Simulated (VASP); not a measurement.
Write the native input for VASP 6.6.1 that does the following.

| Item | Value |
| --- | --- |
| Task | single point |
| Functional | r2SCAN |
| Potentials or basis | VASP PAW PBE potentials, release 64 (Hf_pv, O) |
| Cutoff | 520 eV |
| k mesh | 6 × 6 × 8 |
| Occupations | gaussian, width 0.05 eV |
| Spin | no spin polarisation |
| Dipole correction | no |
| Further INCAR settings | ALGO = Normal; EDIFF = 1e-07; NBANDS = 31 |

Crystal: HfO2.

```
CELL_PARAMETERS angstrom
4.83820 0.00000 0.00000
0.00000 4.83820 0.00000
0.00000 0.00000 3.22035
ATOMIC_POSITIONS crystal
Hf 0.00000 0.00000 0.99927
Hf 0.50000 0.50000 0.50073
O 0.19492 0.80508 0.51164
O 0.30508 0.30508 0.98836
O 0.69492 0.69492 0.98836
O 0.80508 0.19492 0.51164
```

This cell differs from its parent crystal: atoms displaced along a vibrational mode.

The input as run:

POSCAR

```
HfO2
1.0
    4.8382036345      0.0000000000      0.0000000000
    0.0000000000      4.8382036345      0.0000000000
    0.0000000000      0.0000000000      3.2203479159
Hf O
2 4
Direct
    0.0000000000      0.0000000000     -0.0007332152
    0.5000000000      0.5000000000      0.5007332152
    0.1949191830      0.8050808170      0.5116447045
    0.3050808170      0.3050808170     -0.0116447045
    0.6949191830      0.6949191830     -0.0116447045
    0.8050808170      0.1949191830      0.5116447045
```

INCAR.step1

```
PREC     = Accurate       # precision mode
ENCUT    = 520            # plane-wave cutoff, eV
ISMEAR   = 0              # smearing method
SIGMA    = 0.05           # smearing width, eV
LREAL    = False          # projectors in reciprocal space
LASPH    = True           # aspherical terms in the spheres
NELM     = 60             # most SCF steps
NBANDS   = 31             # bands
GGA      = PE             # functional
ALGO     = Normal         # electronic algorithm
EDIFF    = 1E-4           # SCF threshold, eV
LWAVE    = True           # write WAVECAR
LCHARG   = False          # write CHGCAR
```

INCAR.step2

```
PREC     = Accurate       # precision mode
ENCUT    = 520            # plane-wave cutoff, eV
EDIFF    = 1E-7           # SCF threshold, eV
ISMEAR   = 0              # smearing method
SIGMA    = 0.05           # smearing width, eV
LREAL    = False          # projectors in reciprocal space
LASPH    = True           # aspherical terms in the spheres
NELM     = 60             # most SCF steps
ALGO     = Normal         # electronic algorithm
ISIF     = 2              # what is computed and relaxed
LWAVE    = False          # write WAVECAR
LCHARG   = False          # write CHGCAR
METAGGA  = R2SCAN         # meta-GGA
LMIXTAU  = True         
NBANDS   = 31             # bands
ISTART   = 1
```

KPOINTS

```
regular mesh
0
Gamma
  6 6 8
```

Potentials or basis: VASP PAW PBE potentials, release 64 (Hf_pv, O).

Command:

```console
$ cat potpaw_PBE.64/Hf_pv/POTCAR potpaw_PBE.64/O/POTCAR > POTCAR
$ cp INCAR.step1 INCAR
$ mpirun -np 1 vasp_std > vasp.out
$ cp INCAR.step2 INCAR
$ mpirun -np 1 vasp_std > vasp.out
```

Results of the run:

```json
{
  "Pressure": "-2.9 GPa",
  "Largest force": "0.388 eV/Å",
  "Band gap on the k mesh": "4.49 eV"
}
```

Caveat: the cell differs from its parent crystal (atoms displaced along a vibrational mode); the PAW data sets were made with another functional, which shifts forces and pressure a little; spin-orbit coupling is left out, which moves the levels of the heavy elements.

Wall time 3.2 min on 1 thread of AMD EPYC 9R45 96-Core Processor (Zen 5), on a shared host, peak memory 0.21 GiB.
